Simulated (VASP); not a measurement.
Set up this calculation in VASP 6.6.1, as the native input.

```yaml
Task: single point
Functional: LDA
Potentials_or_basis: VASP PAW LDA potentials, release 64 (Pb_d, F)
Cutoff: 520 eV
k_mesh: 9 × 9 × 6
Occupations: gaussian, width 0.01 eV
Spin: no spin polarisation
Dipole_correction: no
Further_INCAR_settings: ALGO = Normal; EDIFF = 1e-06; NBANDS = 37
```

The structure of PbF2 (Ni2In type) lies in POSCAR:

```
PbF2
1.0
    4.0831881456      0.0000000000      0.0000000000
   -2.0415940728      3.5361446625      0.0000000000
    0.0000000000      0.0000000000      5.3188881661
Pb F
2 4
Direct
    0.3333333333      0.6666666667      0.2500000000
    0.6666666667      0.3333333333      0.7500000000
    0.0000000000      0.0000000000      0.0000000000
    0.0000000000      0.0000000000      0.5000000000
    0.3333333333      0.6666666667      0.7500000000
    0.6666666667      0.3333333333      0.2500000000
```

One way to write it, as run:

INCAR

```
SYSTEM = PbF2
  ALGO = Normal
  EDIFF = 1E-6
  ENCUT = 520
  ISIF = 2
  ISMEAR = 0
  LASPH = .TRUE.
  LCHARG = .TRUE.
  LELF = .TRUE.
  LREAL = .FALSE.
  LVHAR = .TRUE.
  LWAVE = .FALSE.
  NBANDS = 37
  NELM = 60
  PREC = Accurate
  SIGMA = 0.01
```

KPOINTS

```
k-points
0
G
  9 9 6
  0 0 0
```

Potentials or basis: VASP PAW LDA potentials, release 64 (Pb_d, F).

Run with:

```bash
$ cat potpaw_LDA.64/Pb_d/POTCAR potpaw_LDA.64/F/POTCAR > POTCAR
$ mpirun -np 1 vasp_std > vasp.out
```

It gave:

```yaml
Pressure: 9.2 GPa
Band_gap_on_the_k_mesh: 4.04 eV (least direct gap 4.27 eV)
```

Caveat: the cell stands under pressure; spin-orbit coupling is left out, which moves the levels of the heavy elements.

Wall time 2.1 min on 1 thread of Oxide Virtual Turin-like Processor, with other jobs on the host, peak memory 0.19 GiB.
